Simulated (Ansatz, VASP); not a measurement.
## Two plane-wave programs on Fe

Contents of POSCAR:

```
Fe
1.0
   -1.4333151444      1.4333151444      1.4333151444
    1.4333151444     -1.4333151444      1.4333151444
    1.4333151444      1.4333151444     -1.4333151444
Fe
1
Direct
    0.0000000000      0.0000000000      0.0000000000
```

INCAR.step1

```
PREC = Accurate
ENCUT = 520
EDIFF = 1E-5
ISMEAR = -1
SIGMA = 0.05
LREAL = False
LASPH = True
NELM = 150
ALGO = Normal
ISIF = 2
LWAVE = True
LCHARG = False
ISPIN = 2
MAGMOM = 3
LORBIT = 11
LMAXMIX = 4
GGA = PE
NBANDS = 14
```

The input INCAR.step2:

```
PREC = Accurate
ENCUT = 520
EDIFF = 1E-6
ISMEAR = -1
SIGMA = 0.05
LREAL = False
LASPH = True
NELM = 150
ALGO = Normal
ISIF = 2
LWAVE = False
LCHARG = False
ISPIN = 2
MAGMOM = 3
LORBIT = 11
LMAXMIX = 4
GGA = PS
LHFCALC = True
AEXX = 0.25
HFSCREEN = 0.207
PRECFOCK = Normal
ISTART = 1
NBANDS = 14
```

File KPOINTS:

```
Automatic mesh
0
Gamma
  7 7 7
```

Contents of input.yaml:

```yaml
crystal:
  lattice:
    - [-1.4333151444, 1.4333151444, 1.4333151444]
    - [1.4333151444, -1.4333151444, 1.4333151444]
    - [1.4333151444, 1.4333151444, -1.4333151444]
  atoms:
    - { symbol: Fe, position: [0.0, 0.0, 0.0], spin: 3.0 }
hamiltonian:
  xc:
    exchange: hjs_pbesol
    correlation: pbesol
    exx: { coeff: 0.25, omega: 0.207 }
  pseudopotentials: { kind: paw }
magnetization:
  spin_polarized: true
kpoints:
  mp_grid: { grid: [7, 7, 7] }
scf:
  occupations: { method: fermi_dirac, width: 0.05 }
output:
  forces: true
  stress: true
  eigenvalues: true
```

Alike in both runs: task single point; functional PBEsol-based screened hybrid; k mesh 7 × 7 × 7; occupations fermi-dirac, width 0.05 eV; collinear spin.

|  | VASP | Ansatz |
| --- | --- | --- |
| version | VASP 6.6.1 | Ansatz 0.2.0 |
| potentials or method | VASP PAW PBE potentials, release 64 (Fe) | Ansatz PAW |
| plane-wave cutoff (eV) | 520 | 420 |
| valence electrons in the cell | 8 | 16 |

```csv
,VASP,Ansatz,Ansatz less VASP
gap on the k mesh at the Fermi level (eV),none,none,-
pressure (GPa),2.6,2.2,-0.35
net moment per atom (μB),2.86,2.86,+0.002
size of the moment on the site where the two differ most (μB),2.91,3.06,+0.151
```

VASP's potentials were made for PBE, not for PBEsol-based screened hybrid. Site moments also hang on the region over which each program counts them. A gap of «none» marks a metal or a gap that the smearing closes. VASP's potentials hold 8 valence electrons a cell and Ansatz's 16, so a difference there can come from the potentials and not from the codes.

The k mesh is coarse, so the values compare programs but aren't converged. Noted on Ansatz's run: the magnetic or orbital state may not be the lowest.
